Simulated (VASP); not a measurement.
Wanted: the native input for a VASP 6.6.1 run.

- Task: single point
- Functional: r2SCAN
- Dispersion: rVV10
- Potentials or basis: VASP PAW PBE potentials, release 64 (Si, C)
- Cutoff: 660 eV
- k mesh: 10 × 10 × 10
- Occupations: fermi-dirac, width 0.05 eV
- Spin: no spin polarisation
- Dipole correction: no
- Further INCAR settings: ALGO = Normal; EDIFF = 1e-06; NBANDS = 11

The system is SiC (Moissanite 3C).

```
Si C
1.0
     0.00000    2.19343    2.19343
     2.19343    0.00000    2.19343
     2.19343    2.19343    0.00000
Si C
1 1
Direct
  0.00000 0.00000 0.00000
  0.75000 0.75000 0.75000
```

The input as run:

POSCAR

```
SiC
1.0
    0.0000000000      2.1934308841      2.1934308841
    2.1934308841      0.0000000000      2.1934308841
    2.1934308841      2.1934308841      0.0000000000
Si C
1 1
Direct
    0.0000000000      0.0000000000      0.0000000000
    0.7500000000      0.7500000000      0.7500000000
```

INCAR.step1

```
PREC = Accurate
ENCUT = 660
ISMEAR = -1
SIGMA = 0.05
LREAL = F
LASPH = T
NELM = 120
NBANDS = 11
GGA = PE
ALGO = Normal
EDIFF = 1E-5
LWAVE = T
LCHARG = F
GGA_COMPAT = F
```

INCAR.step2

```
PREC = Accurate
ENCUT = 660
EDIFF = 1E-6
ISMEAR = -1
SIGMA = 0.05
LREAL = F
LASPH = T
NELM = 120
ALGO = Normal
ISIF = 2
LWAVE = F
LCHARG = F
METAGGA = R2SCAN
LMIXTAU = T
LUSE_VDW = T
IVDW_NL = 2
BPARAM = 11.95
CPARAM = 0.0093
NBANDS = 11
ISTART = 1
GGA_COMPAT = F
```

KPOINTS

```
regular mesh
0
Gamma
  10 10 10
```

Potentials or basis: VASP PAW PBE potentials, release 64 (Si, C).

The run is started by

```sh
$ cat potpaw_PBE.64/Si/POTCAR potpaw_PBE.64/C/POTCAR > POTCAR
$ cp INCAR.step1 INCAR
$ mpirun -np 1 vasp_std > vasp.out
$ cp INCAR.step2 INCAR
$ mpirun -np 1 vasp_std > vasp.out
```

It gave:

The pressure is -5.5 GPa and the band gap on the k mesh is 1.70 eV, indirect (least direct gap 5.00 eV).

Caveat: the PAW data sets were made with another functional, which shifts forces and pressure a little.

Wall time 65 s on 1 thread of Intel Xeon 6975P-C, on a shared host, peak memory 0.26 GiB.
